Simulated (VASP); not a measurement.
# Mo (Im-3m) in VASP: notebook

Runs on Mo. Level: PBEsol. Tasks: single point.

Everything below comes from runs of VASP 6.6.1. Logs are shortened: lines on timing, memory, paths and dates and some standing lists are left out, and cuts for length are marked.

**1. The cell of the first run**

Symmetry: Im-3m, No. 229, cubic system. The conventional cell has a = 3.061 Å, b = 3.061 Å, c = 3.061 Å, α = 90.00°, β = 90.00°, γ = 90.00°. Within 3.5 Å of Mo (site symmetry m-3m) lie 14 Mo at 2.65 to 3.06 Å.

**2. Single point, PBEsol**

File INCAR:

```
ALGO = Normal
EDIFF = 1E-6
ENCUT = 500
GGA = PS
GGA_COMPAT = F
ISIF = 2
ISMEAR = -1
LASPH = T
LCHARG = F
LREAL = F
LWAVE = F
NBANDS = 13
NELM = 120
PREC = Accurate
SIGMA = 0.05
```

File KPOINTS:

```
k-points
0
Gamma
  13 13 13
```

File POSCAR:

```
Mo
1.0
   -1.5302858480      1.5302858480      1.5302858480
    1.5302858480     -1.5302858480      1.5302858480
    1.5302858480      1.5302858480     -1.5302858480
Mo
1
Direct
    0.0000000000      0.0000000000      0.0000000000
```

Potentials or basis: VASP PAW PBE potentials, release 64 (Mo_sv).

Run with:

```bash
> cat potpaw_PBE.64/Mo_sv/POTCAR > POTCAR
> mpirun -np 1 vasp_std > vasp.out
```

OUTCAR:

```text
EDIFF = 1E-6
   ENCUT = 500
   GGA = PS
   ISIF = 2
   ISMEAR = -1
   LASPH = T
   LREAL = F
   NELM = 120
   PREC = Accurate

 ion  position               nearest neighbor table
   1  0.000  0.000  0.000-

  LATTYP: Found a body centered cubic cell.
 ALAT       =     3.0605716960

  Lattice vectors:

 A1 = (  -1.5302858480,   1.5302858480,   1.5302858480)
 A2 = (   1.5302858480,  -1.5302858480,   1.5302858480)
 A3 = (   1.5302858480,   1.5302858480,  -1.5302858480)

Analysis of symmetry for initial positions (statically):
=====================================================================
 Subroutine PRICEL returns:
 Original cell was already a primitive cell.

 Routine SETGRP: Setting up the symmetry group for a
 body centered cubic supercell.

 Subroutine GETGRP returns: Found 48 space group operations
[... 9 lines left out ...]

 Routine SETGRP: Setting up the symmetry group for a
 body centered cubic supercell.

 Subroutine GETGRP returns: Found 48 space group operations
[... 11 lines left out ...]
                                     Primitive cell

  volume of cell :      14.3343

  direct lattice vectors                    reciprocal lattice vectors
    -1.530285848  1.530285848  1.530285848     0.000000000  0.326736342  0.326736342
     1.530285848 -1.530285848  1.530285848     0.326736342  0.000000000  0.326736342
     1.530285848  1.530285848 -1.530285848     0.326736342  0.326736342  0.000000000

  length of vectors
     2.650532839  2.650532839  2.650532839     0.462074966  0.462074966  0.462074966

  position of ions in fractional coordinates (direct lattice)
     0.000000000  0.000000000  0.000000000

  ion indices of the primitive-cell ions
   primitive index   ion index
                 1           1

----------------------------------------------------------------------------------------

 KPOINTS: k-points

Automatic generation of k-mesh.
 Grid dimensions read from file:
 generate k-points for:   13   13   13

 Generating k-lattice:

  Cartesian coordinates                     Fractional coordinates (reciprocal lattice)
     0.000000000  0.025133565  0.025133565     0.076923077  0.000000000  0.000000000
     0.025133565  0.000000000  0.025133565     0.000000000  0.076923077  0.000000000
     0.025133565  0.025133565  0.000000000     0.000000000  0.000000000  0.076923077

  Length of vectors
     0.035544228  0.035544228  0.035544228

  Shift w.r.t. Gamma in fractional coordinates (k-lattice)
     0.000000000  0.000000000  0.000000000

 Subroutine IBZKPT returns following result:
 ===========================================

 Found     84 irreducible k-points:

 Following reciprocal coordinates:
            Coordinates               Weight
  0.000000  0.000000  0.000000      1.000000
  0.076923  0.000000  0.000000     12.000000
  0.153846  0.000000  0.000000     12.000000
  0.230769  0.000000  0.000000     12.000000
  0.307692  0.000000  0.000000     12.000000
  0.384615  0.000000  0.000000     12.000000
[... 16 lines left out ...]
  0.153846  0.076923  0.076923     24.000000
  0.230769  0.076923  0.076923     24.000000
 [... further k-points ...]
   k-points           NKPTS =     84   k-points in BZ     NKDIM =     84   number of bands    NBANDS=     13
   number of dos      NEDOS =    301   number of ions     NIONS =      1
   total plane-waves  NPLWV =   8000
   dimension x,y,z NGX =    20 NGY =   20 NGZ =   20
   dimension x,y,z NGXF=    40 NGYF=   40 NGZF=   40
   ions per type =               1
   NGX,Y,Z   is equivalent  to a cutoff of  12.54, 12.54, 12.54 a.u.
   NGXF,Y,Z  is equivalent  to a cutoff of  25.09, 25.09, 25.09 a.u.
 SYSTEM =  unknown system
   PREC   = accura    normal or accurate (medium, high low for compatibility)
   ISTART =      0    job   : 0-new  1-cont  2-samecut
   ICHARG =      2    charge: 1-file 2-atom 10-const
   ISPIN  =      1    spin polarized calculation?
   LNONCOLLINEAR =      F non collinear calculations
   LSORBIT =      F    spin-orbit coupling
   LASPH  =      T    aspherical Exc in radial PAW
   ENCUT  =  500.0 eV  36.75 Ry    6.06 a.u.   4.83  4.83  4.83*2*pi/ulx,y,z
   NELM   =    120;   NELMIN=  2; NELMDL= -5     # of ELM steps
   EDIFF  = 0.1E-05   stopping-criterion for ELM
   LREAL  =      F    real-space projection
   EDIFFG = 0.1E-04   stopping-criterion for IOM
   NSW    =      0    number of steps for IOM
   IBRION =     -1    ionic relax: 0-MD 1-quasi-New 2-CG
   NFREE  =      0    steps in history (QN), initial steepest desc. (CG)
   ISIF   =      2    stress and relaxation
   ISYM   =      2    0-nonsym 1-usesym 2-fastsym
   POTIM  = 0.5000    time-step for ionic-motion
   TEBEG  =    0.0;   TEEND  =   0.0 temperature during run
   PSTRESS=    0.0 pullay stress
   NELECT =      14.0000    total number of electrons
   NUPDOWN=      -1.0000    fix difference up-down
   EMIN   =  10.00;   EMAX   =-10.00  energy-range for DOS
   EFERMI =   0.00;   METHOD = LEGACY
   ISMEAR =    -1;   SIGMA  =   0.05  broadening in eV -4-tet -1-fermi 0-gaus
   EFERMI_NEDOS =   21; number of points for ismear=-14 and -15
   IALGO  =     38    algorithm
   IMIX   =      4    mixing-type and parameters
     AMIX     =   0.40;   BMIX     =  1.00
     AMIX_MAG =   1.60;   BMIX_MAG =  1.00
  volume/ion in A,a.u.               =      14.33        96.73
  Fermi-wavevector in a.u.,A,eV,Ry     =   1.624270  3.069426 35.895622  2.638254
  Thomas-Fermi vector in A             =   2.717584
   LORBIT       =      0    0 simple, 1 ext, 2 COOP (PROOUT), +10 PAW based schemes
   GGA     = PS    functional components
   LHFCALC =     F    Hartree Fock is set to
   AEXX    =    0.0000 exact exchange contribution
   IVDW    =     0    specifies the selected vdW correction
   LEPSILON=     F    determine dielectric tensor
   LRPA    =     F    only Hartree local field effects (RPA)
 non-spin polarized calculation
  energy-cutoff  :      500.00
  volume of cell :       14.33
 maximum number of plane-waves:       373
   NGX =  9   NGY =  9   NGZ =  9

 number of electron      14.0000000 magnetization

 Free energy of the ion-electron system (eV)
  ---------------------------------------------------
  ext. energy  EPLUGINS =         0.00000000
  ---------------------------------------------------
  free energy    TOTEN  =       -11.71922751 eV

  energy without entropy =      -11.71303598  energy(sigma->0) =      -11.71613174

 E-fermi :  14.0424     XC(G=0): -14.0243

 val. band max:       14.0254666146   @ k =  -0.2308   0.3077   0.0769
 cond. band min:      14.0724823479   @ k =  -0.3846   0.3846   0.2308
 fundamental gap:      0.0470157333
 Fermi energy:        14.0423728416

 k-point     1 :       0.0000    0.0000    0.0000
  band No.  band energies     occupation
      1     -47.3134      2.00000
      2     -20.3684      2.00000
      3     -20.3684      2.00000
      4     -20.3684      2.00000
      5       6.3612      2.00000
      6      12.3614      2.00000
      7      12.3614      2.00000
      8      12.3614      2.00000
      9      15.7156      0.00000
     10      15.7156      0.00000
     11      28.8280      0.00000
     12      28.8280      0.00000
     13      28.8280      0.00000

 k-point     2 :       0.0769    0.0000    0.0000
  band No.  band energies     occupation
      1     -47.2925      2.00000
      2     -20.4830      2.00000
      3     -20.4031      2.00000
      4     -20.3695      2.00000
      5       6.6493      2.00000
      6      12.1928      2.00000
      7      12.3300      2.00000
      8      12.6382      2.00000
      9      15.4674      0.00000
     10      15.7184      0.00000
     11      29.0550      0.00000
     12      29.3176      0.00000
     13      29.4548      0.00000

 k-point     3 :       0.1538    0.0000    0.0000
  band No.  band energies     occupation
      1     -47.2340      2.00000
      2     -20.7941      2.00000
      3     -20.4982      2.00000
      4     -20.3727      2.00000
      5       7.4112      2.00000
      6      11.7575      2.00000
      7      12.1894      2.00000
      8      13.4465      1.99999
      9      15.0882      0.00000
     10      15.7497      0.00000
     11      29.4824      0.00000
     12      30.7086      0.00000
     13      30.7785      0.00000

 k-point     4 :       0.2308    0.0000    0.0000
  band No.  band energies     occupation
      1     -47.1505      2.00000
      2     -21.2176      2.00000
      3     -20.6298      2.00000
      4     -20.3772      2.00000
      5       8.2513      2.00000
      6      11.2078      2.00000
      7      12.1336      2.00000
      8      14.7171      0.00000
      9      15.0739      0.00000
     10      15.8545      0.00000
     11      29.2951      0.00000
     12      31.2786      0.00000
     13      32.8216      0.00000

 k-point     5 :       0.3077    0.0000    0.0000
  band No.  band energies     occupation
      1     -47.0606      2.00000
      2     -21.6505      2.00000
      3     -20.7665      2.00000
      4     -20.3821      2.00000
      5       8.5091      2.00000
      6      10.6869      2.00000
      7      12.8707      2.00000
      8      15.4008      0.00000
      9      16.0528      0.00000
     10      16.3142      0.00000
     11      28.1564      0.00000
     12      30.1009      0.00000
     13      35.4491      0.00000
[... 257 lines left out ...]
 k-point    22 :       0.0769    0.0769    0.0769
  band No.  band energies     occupation
      1     -47.1995      2.00000
      2     -21.0012      2.00000
      3     -20.4505      2.00000
      4     -20.4505      2.00000
      5       7.8836      2.00000
      6      11.5920      2.00000
      7      11.5920      2.00000
      8      14.3732      0.00267
      9      15.4446      0.00000
     10      15.4446      0.00000
     11      29.9404      0.00000
     12      30.9551      0.00000
     13      30.9551      0.00000

 k-point    23 :       0.1538    0.0769    0.0769
  band No.  band energies     occupation
      1     -47.1236      2.00000
      2     -21.3533      2.00000
      3     -20.5934      2.00000
      4     -20.4634      2.00000
      5       8.7738      2.00000
      6      11.0480      2.00000
      7      11.3298      2.00000
      8      15.3267      0.00000
      9      15.7877      0.00000
     10      15.9128      0.00000
     11      30.0459      0.00000
     12      31.0410      0.00000
     13      31.6178      0.00000

 k-point    24 :       0.2308    0.0769    0.0769
  band No.  band energies     occupation
      1     -47.0421      2.00000
      2     -21.6894      2.00000
      3     -20.7714      2.00000
      4     -20.4773      2.00000
      5       9.1044      2.00000
      6      10.5866      2.00000
      7      11.9001      2.00000
      8      15.5075      0.00000
      9      16.0929      0.00000
     10      17.7126      0.00000
     11      28.7545      0.00000
     12      29.8786      0.00000
     13      33.6155      0.00000

 [... further k-points ...]

------------------------ aborting loop because EDIFF is reached ----------------------------------------

  FORCE on cell =-STRESS in cart. coord.  units (eV):
  Direction    XX          YY          ZZ          XY          YZ          ZX
  --------------------------------------------------------------------------------------
  -------------------------------------------------------------------------------------
  Total        1.9671877      1.9671877      1.9671877     -0.0000000     -0.0000000      0.0000000
  in kB      219.8764465    219.8764465    219.8764465     -0.0000000     -0.0000000      0.0000000
  external PRESSURE =     219.8764465 kB  Pullay stress =       0.0000000 kB

 VOLUME and BASIS-vectors are now :
 -----------------------------------------------------------------------------
  energy-cutoff  :      500.00
  volume of cell :       14.33
      direct lattice vectors                 reciprocal lattice vectors
    -1.530285848  1.530285848  1.530285848     0.000000000  0.326736342  0.326736342
     1.530285848 -1.530285848  1.530285848     0.326736342  0.000000000  0.326736342
     1.530285848  1.530285848 -1.530285848     0.326736342  0.326736342  0.000000000

 POSITION                                       TOTAL-FORCE (eV/Angst)
 -----------------------------------------------------------------------------------
      0.00000      0.00000      0.00000        -0.000000     -0.000000      0.000000
 -----------------------------------------------------------------------------------
    total drift:                                0.000000     -0.000000      0.000000

  FREE ENERGIE OF THE ION-ELECTRON SYSTEM (eV)
  ---------------------------------------------------
  free  energy   TOTEN  =       -11.7192275055 eV

  energy  without entropy=      -11.7130359779  energy(sigma->0) =      -11.71613174
```

It took 22 s on 1 thread of Intel Xeon 8259CL, shared host; peak memory 0.13 GiB.

What came out:

```yaml
Free_energy: -11.7192 eV
Pressure: 22.0 GPa
Band_gap_on_the_k_mesh: zero (band 7 reaches 17.99 eV, above the bottom of band 8 at 12.36 eV)
```

Caveat: the PAW data sets were made with another functional, which shifts forces and pressure a little.

**3. Single point, PBEsol**

This run uses another cell than the first one, of 14.96 Å³/atom, 1.043 times its volume.

File INCAR:

```
SYSTEM = Mo
  ALGO = Normal
  EDIFF = 1E-6
  ENCUT = 500
  GGA = PS
  GGA_COMPAT = .FALSE.
  ISIF = 2
  ISMEAR = -1
  LASPH = .TRUE.
  LCHARG = .FALSE.
  LREAL = .FALSE.
  LWAVE = .FALSE.
  NBANDS = 13
  NELM = 120
  PREC = Accurate
  SIGMA = 0.05
```

File KPOINTS:

```
k-points
0
G
  13 13 13
  0 0 0
```

File POSCAR:

```
Mo
1.0
   -1.5521500284      1.5521500284      1.5521500284
    1.5521500284     -1.5521500284      1.5521500284
    1.5521500284      1.5521500284     -1.5521500284
Mo
1
Direct
    0.0000000000      0.0000000000      0.0000000000
```

Potentials or basis: VASP PAW PBE potentials, release 64 (Mo_sv).

Run with:

```bash
> cat potpaw_PBE.64/Mo_sv/POTCAR > POTCAR
> mpirun -np 1 vasp_std > vasp.out
```

It took 19 s on 1 thread of Intel Xeon 8259CL, shared host; peak memory 0.13 GiB.

It converged, with:

| Item | Value |
| --- | --- |
| Free energy | -11.7756 eV |
| Pressure | 7.4 GPa |
| Band gap on the k mesh | zero (band 7 reaches 17.04 eV, above the bottom of band 8 at 11.73 eV) |

Levels at points of the mesh, in eV from the Fermi level:
```tsv
k point	band 3	band 4	band 5	band 6	band 7	band 8	band 9	band 10	band 11	band 12
(0.00, 0.00, 0.00)	-34.51	-34.51	-7.56	-1.59	-1.59	-1.59	1.60	1.60	14.74	14.74
```

Caveat: the PAW data sets were made with another functional, which shifts forces and pressure a little.

**4. Single point, PBEsol**

This run uses another cell than the first one, of 15.58 Å³/atom, 1.087 times its volume.

File INCAR:

```
ALGO     = Normal         # electronic algorithm
EDIFF    = 1E-6           # SCF threshold, eV
ENCUT    = 500            # plane-wave cutoff, eV
GGA      = PS             # functional
GGA_COMPAT= F            
ISIF     = 2              # what is computed and relaxed
ISMEAR   = -1             # smearing method
LASPH    = T              # aspherical terms in the spheres
LCHARG   = F              # write CHGCAR
LREAL    = F              # projectors in reciprocal space
LWAVE    = F              # write WAVECAR
NBANDS   = 13             # bands
NELM     = 120            # most SCF steps
PREC     = Accurate       # precision mode
SIGMA    = 0.05           # smearing width, eV
```

File KPOINTS:

```
k-points
0
Gamma
  13 13 13
```

File POSCAR:

```
Mo
1.0
   -1.5734150000      1.5734150000      1.5734150000
    1.5734150000     -1.5734150000      1.5734150000
    1.5734150000      1.5734150000     -1.5734150000
Mo
1
Direct
    0.0000000000      0.0000000000      0.0000000000
```

Run with:

```bash
> cat potpaw_PBE.64/Mo_sv/POTCAR > POTCAR
> mpirun -np 1 vasp_std > vasp.out
```

Run time: 22 s. Hardware: 1 thread of Intel Xeon 8259CL, shared host; peak memory 0.13 GiB.

Results (log left out):

```yaml
Free_energy: -11.7813 eV
Pressure: -4.2 GPa
Band_gap_on_the_k_mesh: zero (band 7 reaches 16.16 eV, above the bottom of band 8 at 11.14 eV)
```

Levels at points of the mesh, in eV from the Fermi level:
```
           k point  band 3  band 4  band 5  band 6  band 7  band 8  band 9  band 10  band 11  band 12
(0.00, 0.00, 0.00)  -34.60  -34.60   -7.42   -1.50   -1.50   -1.50    1.53     1.53    14.69    14.69
```

Caveat: the PAW data sets were made with another functional, which shifts forces and pressure a little.

**5. Single point, PBEsol**

This run uses another cell than the first one, of 16.20 Å³/atom, 1.130 times its volume.

File INCAR:

```
PREC = Accurate ; ENCUT = 500
EDIFF = 1E-6 ; ISMEAR = -1
SIGMA = 0.05 ; LREAL = False
LASPH = True ; NELM = 120
ALGO = Normal ; ISIF = 2
LWAVE = False ; LCHARG = False
GGA = PS ; NBANDS = 13
GGA_COMPAT = False
```

File KPOINTS:

```
Automatic mesh
0
Gamma
  13 13 13
```

File POSCAR:

```
Mo
1.0
   -1.5941202034      1.5941202034      1.5941202034
    1.5941202034     -1.5941202034      1.5941202034
    1.5941202034      1.5941202034     -1.5941202034
Mo
1
Direct
    0.0000000000      0.0000000000      0.0000000000
```

Run with:

```bash
> cat potpaw_PBE.64/Mo_sv/POTCAR > POTCAR
> mpirun -np 1 vasp_std > vasp.out
```

Wall time 23 s (1 thread of Intel Xeon 8259CL, shared host); peak memory 0.13 GiB.

Results (log left out):

```yaml
Free_energy: -11.7464 eV
Pressure: -13.5 GPa
Band_gap_on_the_k_mesh: zero (band 7 reaches 15.34 eV, above the bottom of band 8 at 10.59 eV)
```

Levels at points of the mesh, in eV from the Fermi level:
| k point | band 4 | band 5 | band 6 | band 7 | band 8 | band 9 | band 10 | band 11 |
| --- | --- | --- | --- | --- | --- | --- | --- | --- |
| (0.00, 0.00, 0.00) | -34.67 | -7.27 | -1.41 | -1.41 | -1.41 | 1.47 | 1.47 | 14.65 |

Caveat: the PAW data sets were made with another functional, which shifts forces and pressure a little.

(Continued in part 2 of 2.)
